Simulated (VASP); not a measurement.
# MgO in VASP: a series of runs, part 2 of 2

VASP 6.6.1. Earlier steps stand in the parts before.

## Step 3: Single point, PBE

This run uses another cell than the first one, of 20.21 Å³/atom, 1.129 times its volume.

Contents of INCAR:

```
SYSTEM = MgO
PREC     = Accurate       ! precision mode
ENCUT    = 520            ! plane-wave cutoff, eV
EDIFF    = 1E-6           ! SCF threshold, eV
ISMEAR   = 0              ! smearing method
SIGMA    = 0.02           ! smearing width, eV
LREAL    = .False.        ! projectors in reciprocal space
LASPH    = .True.         ! aspherical terms in the spheres
NELM     = 100            ! most SCF steps
ALGO     = Normal         ! electronic algorithm
ISIF     = 2              ! what is computed and relaxed
LWAVE    = .False.        ! write WAVECAR
LCHARG   = .False.        ! write CHGCAR
GGA      = PE             ! functional
NBANDS   = 11             ! bands
```

Contents of KPOINTS:

```
regular mesh
0
Gamma
  10 10 6
  0 0 0
```

Contents of POSCAR:

```
MgO
1.0
    2.8288609874      0.0000000000      0.0000000000
    0.0000000000      2.8288609874      0.0000000000
    0.0000000000      0.0000000000      5.0497063795
Mg O
1 1
Direct
    0.5000000000      0.5000000000      0.0000000000
    0.0000000000      0.0000000000      0.0000000000
```

Potentials or basis: VASP PAW PBE potentials, release 64 (Mg, O).

Started as:

```bash
$ cat potpaw_PBE.64/Mg/POTCAR potpaw_PBE.64/O/POTCAR > POTCAR
$ mpirun -np 1 vasp_std > vasp.out
```

OUTCAR:

```text
SYSTEM = MgO
   PREC = Accurate
   ENCUT = 520
   EDIFF = 1E-6
   ISMEAR = 0
   LREAL = .False.
   LASPH = .True.
   NELM = 100
   ISIF = 2
   GGA = PE

 ion  position               nearest neighbor table
   1  0.500  0.500  0.000-   2 2.00   2 2.00   2 2.00   2 2.00
   2  0.000  0.000  0.000-   1 2.00   1 2.00   1 2.00   1 2.00

  LATTYP: Found a simple tetragonal cell.
 ALAT       =     2.8288609874
 C/A-ratio  =     1.7850669941

  Lattice vectors:

 A1 = (   2.8288609874,   0.0000000000,   0.0000000000)
 A2 = (   0.0000000000,   2.8288609874,   0.0000000000)
 A3 = (   0.0000000000,   0.0000000000,   5.0497063795)

Analysis of symmetry for initial positions (statically):
=====================================================================
 Subroutine PRICEL returns:
 Original cell was already a primitive cell.

 Routine SETGRP: Setting up the symmetry group for a
 simple tetragonal supercell.

 Subroutine GETGRP returns: Found 16 space group operations
 (whereof 16 operations were pure point group operations)
 out of a pool of 16 trial point group operations.

The static configuration has the point symmetry D_4h.

Analysis of symmetry for dynamics (positions and initial velocities):
=====================================================================
 Subroutine PRICEL returns:
 Original cell was already a primitive cell.

 Routine SETGRP: Setting up the symmetry group for a
 simple tetragonal supercell.

 Subroutine GETGRP returns: Found 16 space group operations
 (whereof 16 operations were pure point group operations)
 out of a pool of 16 trial point group operations.

The dynamic configuration has the point symmetry D_4h.

 Subroutine INISYM returns: Found 16 space group operations
 (whereof 16 operations are pure point group operations),
 and found     1 'primitive' translations

----------------------------------------------------------------------------------------

                                     Primitive cell

[... 113 lines left out ...]
  Thomas-Fermi vector in A             =   2.082850
   LORBIT       =      0    0 simple, 1 ext, 2 COOP (PROOUT), +10 PAW based schemes
   GGA     = PE    functional components
   LHFCALC =     F    Hartree Fock is set to
   AEXX    =    0.0000 exact exchange contribution
   IVDW    =     0    specifies the selected vdW correction
   LEPSILON=     F    determine dielectric tensor
   LRPA    =     F    only Hartree local field effects (RPA)
 non-spin polarized calculation
 Gauss-broadening in eV      SIGMA  =   0.02
  energy-cutoff  :      520.00
  volume of cell :       40.41
 maximum number of plane-waves:      1106
 NGX is ok and might be reduce to    24
   NGX = 11   NGY = 11   NGZ = 19

 number of electron       8.0000003 magnetization

 Free energy of the ion-electron system (eV)
  ---------------------------------------------------
  ext. energy  EPLUGINS =         0.00000000
  ---------------------------------------------------
  free energy    TOTEN  =       -11.10130178 eV

  energy without entropy =      -11.10130178  energy(sigma->0) =      -11.10130178

 E-fermi :  -0.9327     XC(G=0):  -6.8378

 val. band max:       -1.1006662080   @ k =   0.5000   0.5000   0.0000
 cond. band min:       1.1571622944   @ k =   0.0000   0.0000   0.0000
 fundamental gap:      2.2578285024
 Fermi energy:        -0.9327166619

 k-point     1 :       0.0000    0.0000    0.0000
  band No.  band energies     occupation
      1     -17.3962      2.00000
      2      -2.8620      2.00000
      3      -1.3435      2.00000
      4      -1.3435      2.00000
      5       1.1572      0.00000
      6       7.3287      0.00000
      7       8.5860      0.00000
      8      11.1708      0.00000
      9      18.7547      0.00000
     10      18.7551      0.00000
     11      18.9637      0.00000
[... 309 lines left out ...]
 k-point    24 :       0.2000    0.0000    0.1667
  band No.  band energies     occupation
      1     -17.1636      2.00000
      2      -2.8309      2.00000
      3      -2.6304      2.00000
      4      -1.3392      2.00000
      5       2.4648      0.00000
      6       6.6375      0.00000
      7      10.2301      0.00000
      8      11.3934      0.00000
      9      14.1323      0.00000
     10      15.9431      0.00000
     11      18.5593      0.00000

 [... further k-points ...]
[... 5 lines left out ...]
  --------------------------------------------------------------------------------------
  -------------------------------------------------------------------------------------
  Total       -0.0681882     -0.0681882     -0.0122475      0.0000000     -0.0000000     -0.0000000
  in kB       -2.7035258     -2.7035258     -0.4855899      0.0000000     -0.0000000     -0.0000000
  external PRESSURE =      -1.9642138 kB  Pullay stress =       0.0000000 kB

 VOLUME and BASIS-vectors are now :
 -----------------------------------------------------------------------------
  energy-cutoff  :      520.00
  volume of cell :       40.41
      direct lattice vectors                 reciprocal lattice vectors
     2.828860987  0.000000000  0.000000000     0.353499166  0.000000000  0.000000000
     0.000000000  2.828860987  0.000000000     0.000000000  0.353499166  0.000000000
     0.000000000  0.000000000  5.049706379     0.000000000  0.000000000  0.198031316

 POSITION                                       TOTAL-FORCE (eV/Angst)
 -----------------------------------------------------------------------------------
      1.41443      1.41443      0.00000         0.000000      0.000000      0.000000
      0.00000      0.00000      0.00000         0.000000      0.000000      0.000000
 -----------------------------------------------------------------------------------
    total drift:                                0.000000      0.000000     -0.000000

  FREE ENERGIE OF THE ION-ELECTRON SYSTEM (eV)
  ---------------------------------------------------
  free  energy   TOTEN  =       -11.1013017836 eV

  energy  without entropy=      -11.1013017836  energy(sigma->0) =      -11.10130178
```

OSZICAR:

```text
N       E                     dE             d eps       ncg     rms          rms(c)
DAV:   1     0.212666398227E+02    0.21267E+02   -0.33201E+03  1848   0.587E+02
DAV:   2    -0.124163850312E+02   -0.33683E+02   -0.31266E+02  2225   0.117E+02
DAV:   3    -0.141468836807E+02   -0.17305E+01   -0.17280E+01  2282   0.260E+01
DAV:   4    -0.141531522164E+02   -0.62685E-02   -0.62681E-02  2081   0.182E+00
DAV:   5    -0.141531827487E+02   -0.30532E-04   -0.30532E-04  2238   0.130E-01    0.888E+00
DAV:   6    -0.113008311793E+02    0.28524E+01   -0.15520E+01  1902   0.204E+01    0.307E+00
DAV:   7    -0.111792247110E+02    0.12161E+00   -0.10406E-01  2119   0.261E+00    0.174E+00
DAV:   8    -0.110928613456E+02    0.86363E-01   -0.17486E-01  2083   0.322E+00    0.426E-01
DAV:   9    -0.111009114674E+02   -0.80501E-02   -0.13524E-02  1986   0.866E-01    0.307E-01
DAV:  10    -0.111011863814E+02   -0.27491E-03   -0.61739E-03  2010   0.555E-01    0.513E-02
DAV:  11    -0.111013669404E+02   -0.18056E-03   -0.10054E-03  2028   0.148E-01    0.624E-02
DAV:  12    -0.111013005899E+02    0.66351E-04   -0.35492E-04  2156   0.914E-02    0.866E-03
DAV:  13    -0.111013013203E+02   -0.73036E-06   -0.12010E-05  2019   0.253E-02    0.281E-03
DAV:  14    -0.111013017836E+02   -0.46334E-06   -0.61877E-07  2045   0.565E-03
   1 F= -.11101302E+02 E0= -.11101302E+02  d E =-.445582E-35
```

It took 21 s on 1 thread of AMD EPYC 9R45 (Zen 5), shared host; peak memory 0.15 GiB.

Results:

```yaml
Free_energy: -11.1013 eV
Pressure: -0.2 GPa
Band_gap_on_the_k_mesh: 2.26 eV, indirect (least direct gap 2.50 eV)
```

Stress tensor (GPa, compression positive):
```
-0.27  0.00  0.00
 0.00 -0.27  0.00
 0.00  0.00 -0.05
```

A k mesh can miss the band edges.

## Step 4: Single point, PBE

This run uses another cell than the first one, of 20.16 Å³/atom, 1.127 times its volume.

Contents of INCAR:

```
PREC = Accurate
ENCUT = 520
EDIFF = 1E-6
ISMEAR = 0
SIGMA = 0.02
LREAL = F
LASPH = T
NELM = 100
ALGO = Normal
ISIF = 2
LWAVE = F
LCHARG = F
GGA = PE
NBANDS = 11
```

Contents of KPOINTS:

```
Automatic mesh
0
Gamma
  10 10 6
```

Contents of POSCAR:

```
MgO
1.0
    2.8289785626      0.0000000000      0.0000000000
    0.0000000000      2.8289785626      0.0000000000
    0.0000000000      0.0000000000      5.0378992968
Mg O
1 1
Direct
    0.5000000000      0.5000000000      0.0000000000
    0.0000000000      0.0000000000      0.0000000000
```

Started as:

```bash
$ cat potpaw_PBE.64/Mg/POTCAR potpaw_PBE.64/O/POTCAR > POTCAR
$ mpirun -np 1 vasp_std > vasp.out
```

Wall time 21 s (1 thread of AMD EPYC 9R45 (Zen 5), shared host); peak memory 0.15 GiB.

The run converged. Its results:

| Quantity | Value |
| --- | --- |
| Free energy | -11.1013 eV |
| Pressure | -0.2 GPa |
| Band gap on the k mesh | 2.25 eV, indirect (least direct gap 2.50 eV) |

Stress tensor (GPa, compression positive):
```
-0.28  0.00  0.00
 0.00 -0.28  0.00
 0.00  0.00 -0.05
```

Levels at points of the mesh, in eV from the valence-band top:
| k point | band 1 | band 2 | band 3 | band 4 | band 5 | band 6 | band 7 | band 8 |
| --- | --- | --- | --- | --- | --- | --- | --- | --- |
| (0.00, 0.00, 0.00) | -16.30 | -1.76 | -0.24 | -0.24 | 2.25 | 8.45 | 9.71 | 12.27 |
| (0.50, 0.00, 0.00) | -15.57 | -3.76 | -0.78 | -0.23 | 6.98 | 7.35 | 7.91 | 13.21 |
| (0.50, 0.50, 0.00) | -15.18 | -2.75 | -2.75 | 0.00 | 8.26 | 11.73 | 11.73 | 11.95 |
| (0.00, 0.00, 0.50) | -16.29 | -2.12 | -0.24 | -0.24 | 4.65 | 4.70 | 12.36 | 14.30 |
| (0.50, 0.00, 0.50) | -15.57 | -3.73 | -0.90 | -0.23 | 5.83 | 9.01 | 9.42 | 9.75 |
| (0.50, 0.50, 0.50) | -15.18 | -2.74 | -2.74 | -0.05 | 9.14 | 10.12 | 10.12 | 10.31 |

A k mesh can miss the band edges.

## Step 5: Single point, PBE

This run uses another cell than the first one, of 20.21 Å³/atom, 1.129 times its volume.

Contents of INCAR:

```
  ALGO = Normal
  EDIFF = 1E-6
  ENCUT = 520
  GGA = PE
  ISIF = 2
  ISMEAR = 0
  LASPH = True
  LCHARG = False
  LREAL = False
  LWAVE = False
  NBANDS = 11
  NELM = 60
  PREC = Accurate
  SIGMA = 0.02
```

Contents of KPOINTS:

```
k-points
0
Gamma
  10 10 6
```

Contents of POSCAR:

```
MgO
1.0
    2.8288609874      0.0000000000      0.0000000000
    0.0000000000      2.8288609874      0.0000000000
    0.0000000000      0.0000000000      5.0497063795
Mg O
1 1
Direct
    0.5000000000      0.5000000000      0.0000000000
    0.0000000000      0.0000000000      0.0000000000
```

Started as:

```bash
$ cat potpaw_PBE.64/Mg/POTCAR potpaw_PBE.64/O/POTCAR > POTCAR
$ mpirun -np 1 vasp_std > vasp.out
```

Wall time 21 s (1 thread of AMD EPYC 9R45 (Zen 5), shared host); peak memory 0.15 GiB.

It converged, with:

```
Free energy            : -11.1013 eV
Pressure               : -0.2 GPa
Band gap on the k mesh : 2.26 eV, indirect (least direct gap 2.50 eV)
```

Stress tensor (GPa, compression positive):
```
-0.27  0.00  0.00
 0.00 -0.27  0.00
 0.00  0.00 -0.05
```

Levels at points of the mesh, in eV from the valence-band top:
```csv
k point,band 1,band 2,band 3,band 4,band 5,band 6,band 7,band 8,band 9
"(0.00, 0.00, 0.00)",-16.30,-1.76,-0.24,-0.24,2.26,8.43,9.69,12.27,19.86
"(0.50, 0.00, 0.00)",-15.57,-3.76,-0.78,-0.23,6.99,7.35,7.89,13.18,13.24
"(0.50, 0.50, 0.00)",-15.18,-2.75,-2.75,0.00,8.27,11.72,11.72,11.95,11.95
"(0.00, 0.00, 0.50)",-16.29,-2.12,-0.24,-0.24,4.64,4.69,12.36,14.27,14.31
"(0.50, 0.00, 0.50)",-15.57,-3.73,-0.90,-0.23,5.83,9.01,9.41,9.74,15.87
"(0.50, 0.50, 0.50)",-15.18,-2.74,-2.74,-0.05,9.13,10.13,10.13,10.32,13.92
```

A k mesh can miss the band edges. As with any semilocal functional, this PBE gap is likely too small.

## Step 6: Relaxation of cell and atoms, PBE

Contents of INCAR:

```
ALGO = Normal
EDIFF = 1E-6
EDIFFG = -0.01
ENCUT = 600
GGA = PE
IBRION = 2
ISIF = 3
ISMEAR = 0
LASPH = True
LCHARG = False
LREAL = False
LWAVE = False
NELM = 80
NSW = 100
PREC = Accurate
SIGMA = 0.02
```

KPOINTS is that of step 5.

Contents of POSCAR:

```
MgO
1.0
    2.8283590052      0.0000000000      0.0000000000
    0.0000000000      2.8283590052      0.0000000000
    0.0000000000      0.0000000000      4.4728536577
Mg O
1 1
Direct
    0.5000000000      0.5000000000      0.0000000000
    0.0000000000      0.0000000000      0.0000000000
```

Potentials or basis: VASP PAW PBE potentials, release 64 (Mg, O).

Started as:

```bash
$ cat potpaw_PBE.64/Mg/POTCAR potpaw_PBE.64/O/POTCAR > POTCAR
$ mpirun -np 1 vasp_std > vasp.out
```

OUTCAR:

```text
EDIFF = 1E-6
   EDIFFG = -0.01
   ENCUT = 600
   GGA = PE
   IBRION = 2
   ISIF = 3
   ISMEAR = 0
   LASPH = True
   LREAL = False
   NELM = 80
   NSW = 100
   PREC = Accurate

 ion  position               nearest neighbor table
   1  0.500  0.500  0.000-   2 2.00   2 2.00   2 2.00   2 2.00
   2  0.000  0.000  0.000-   1 2.00   1 2.00   1 2.00   1 2.00

  LATTYP: Found a simple tetragonal cell.
 ALAT       =     2.8283590052
 C/A-ratio  =     1.5814306633

  Lattice vectors:

 A1 = (   2.8283590052,   0.0000000000,   0.0000000000)
 A2 = (   0.0000000000,   2.8283590052,   0.0000000000)
 A3 = (   0.0000000000,   0.0000000000,   4.4728536577)

Analysis of symmetry for initial positions (statically):
=====================================================================
 Subroutine PRICEL returns:
 Original cell was already a primitive cell.

 Routine SETGRP: Setting up the symmetry group for a
 simple tetragonal supercell.

 Subroutine GETGRP returns: Found 16 space group operations
 (whereof 16 operations were pure point group operations)
 out of a pool of 16 trial point group operations.

The static configuration has the point symmetry D_4h.

Analysis of symmetry for dynamics (positions and initial velocities):
[... 266 lines left out ...]

[... ionic steps 4 to 11 ...]

--------------------------------------- Ionic step       12  -------------------------------------------

 number of electron       8.0000006 magnetization

------------------------ aborting loop because EDIFF is reached ----------------------------------------
[... 67 lines left out ...]
--------------------------------------- Ionic step       14  -------------------------------------------

 number of electron       8.0000006 magnetization

 Free energy of the ion-electron system (eV)
  ---------------------------------------------------
  ext. energy  EPLUGINS =         0.00000000
  ---------------------------------------------------
  free energy    TOTEN  =       -11.10076085 eV

  energy without entropy =      -11.10076085  energy(sigma->0) =      -11.10076085

 E-fermi :  -0.6810     XC(G=0):  -7.2500

 val. band max:       -0.7605730127   @ k =   0.5000   0.5000   0.0000
 cond. band min:       1.3977257815   @ k =   0.0000   0.0000   0.0000
 fundamental gap:      2.1582987942
 Fermi energy:        -0.6809606392

 k-point     1 :       0.0000    0.0000    0.0000
  band No.  band energies     occupation
      1     -17.0925      2.00000
      2      -2.4497      2.00000
      3      -1.0260      2.00000
      4      -1.0260      2.00000
      5       1.3977      0.00000
      6       8.4628      0.00000
      7       9.6933      0.00000
      8      11.4709      0.00000
[... 243 lines left out ...]
 k-point    24 :       0.2000    0.0000    0.1667
  band No.  band energies     occupation
      1     -16.8565      2.00000
      2      -2.5322      2.00000
      3      -2.2730      2.00000
      4      -1.0216      2.00000
      5       2.7989      0.00000
      6       7.6041      0.00000
      7      11.3647      0.00000
      8      11.6818      0.00000

 [... further k-points ...]
[... 5 lines left out ...]
  --------------------------------------------------------------------------------------
  -------------------------------------------------------------------------------------
  Total       -0.0082129     -0.0082129      0.0107529      0.0000000      0.0000000     -0.0000000
  in kB       -0.3533407     -0.3533407      0.4626173      0.0000000      0.0000000     -0.0000000
  external PRESSURE =      -0.0813547 kB  Pullay stress =       0.0000000 kB
[... 17 lines left out ...]
  FREE ENERGIE OF THE ION-ELECTRON SYSTEM (eV)
  ---------------------------------------------------
  free  energy   TOTEN  =       -11.1007608541 eV

  energy  without entropy=      -11.1007608541  energy(sigma->0) =      -11.10076085

 reached required accuracy - stopping structural energy minimisation
```

CONTCAR:

```text
MgO
   1.00000000000000
     2.8255286624865223   -0.0000000000000000   -0.0000000000000000
    -0.0000000000000000    2.8255286624865223   -0.0000000000000001
     0.0000000000000001    0.0000000000000001    4.6645998632867069
  Mg              O
     1     1
Direct
     0.5000000000000000    0.5000000000000000    0.0000000000000000
     0.0000000000000000    0.0000000000000000    0.0000000000000000

  0.00000000E+00  0.00000000E+00  0.00000000E+00
  0.00000000E+00  0.00000000E+00  0.00000000E+00
```

It took 90 s on 1 thread of AMD EPYC 9R45 (Zen 5), shared host; peak memory 0.16 GiB.

Results:

| Item | Value |
| --- | --- |
| Free energy | -11.1008 eV |
| Relaxed volume | 18.62 Å³/atom |
| Relaxed cell | a = 2.826 Å, b = 2.826 Å, c = 4.665 Å, α = 90.00°, β = 90.00°, γ = 90.00° |
| Space group after relaxing (to 0.05 Å) | P4/mmm (No. 123) |
| Energy gained by relaxing | 0.5 meV/atom |
| Ionic steps | 14 |
| Pressure after relaxing | 0.0 GPa |
| Band gap on the k mesh | 2.16 eV, indirect (least direct gap 2.42 eV) |

The path:
```tsv
step	energy change (eV)	largest force (eV/Å)	pressure (GPa)	volume (Å³)
1	0.0000	0.0000	-0.27	35.78
2	0.0000	0.0000	0.35	35.62
3	-0.0001	0.0000	0.05	35.70
4	-0.0001	0.0000	0.06	35.69
5	-0.0002	0.0000	0.06	35.72
6	-0.0002	0.0000	0.07	35.79
7	-0.0003	0.0000	0.09	35.94
8	-0.0005	0.0000	0.16	36.24
9	-0.0007	0.0000	0.28	36.83
10	-0.0007	0.0000	0.27	36.86
11	-0.0008	0.0000	0.21	36.93
12	-0.0009	0.0000	0.10	37.07
13	-0.0009	0.0000	-0.12	37.35
14	-0.0009	0.0000	-0.01	37.24
```

Final structure:
```
CELL_PARAMETERS angstrom
2.82553 0.00000 0.00000
0.00000 2.82553 0.00000
0.00000 0.00000 4.66460
ATOMIC_POSITIONS crystal
Mg 0.50000 0.50000 0.00000
O 0.00000 0.00000 0.00000
```

Levels at points of the mesh, in eV from the valence-band top:
| k point | band 2 | band 3 | band 4 | band 5 | band 6 | band 7 |
| --- | --- | --- | --- | --- | --- | --- |
| (0.00, 0.00, 0.00) | -1.69 | -0.27 | -0.27 | 2.16 | 9.22 | 10.45 |
| (0.50, 0.00, 0.00) | -3.81 | -0.76 | -0.26 | 6.89 | 7.32 | 8.41 |
| (0.50, 0.50, 0.00) | -2.79 | -2.79 | 0.00 | 8.09 | 11.90 | 11.90 |
| (0.00, 0.00, 0.50) | -2.25 | -0.26 | -0.26 | 4.92 | 5.14 | 12.39 |
| (0.50, 0.00, 0.50) | -3.75 | -0.97 | -0.25 | 5.64 | 9.23 | 9.94 |
| (0.50, 0.50, 0.50) | -2.76 | -2.76 | -0.09 | 9.38 | 9.95 | 9.95 |

A k mesh can miss the band edges. A hybrid or GW would open this gap; PBE tends to underestimate it.

## Step 7: Overview

```csv
task,cell,k mesh,cutoff (eV),smearing,gap on the mesh (eV),pressure (GPa)
single point,"a = 2.828, b = 2.828, c = 4.473 Å, angles 90.0, 90.0, 89.9°, 2 atoms",8 × 8 × 4,520,gaussian 0.1 eV,2.09,-0.2
single point,"a = 2.829, b = 2.829, c = 5.050 Å, 2 atoms",10 × 10 × 6,520,gaussian 0.02 eV,2.26,-0.2
single point,"a = 2.829, b = 2.829, c = 5.038 Å, 2 atoms",10 × 10 × 6,520,gaussian 0.02 eV,2.25,-0.2
relaxation of cell and atoms,"relaxed from a = 2.828, b = 2.828, c = 4.473 Å, 2 atoms",10 × 10 × 6,600,gaussian 0.02 eV,2.16,0.0
```

Alike in all rows: level PBE; potentials or basis VASP PAW PBE potentials, release 64 (Mg, O); no spin polarisation.

Total energies depend on the potentials used, so only differences within one code and one set of settings carry meaning.
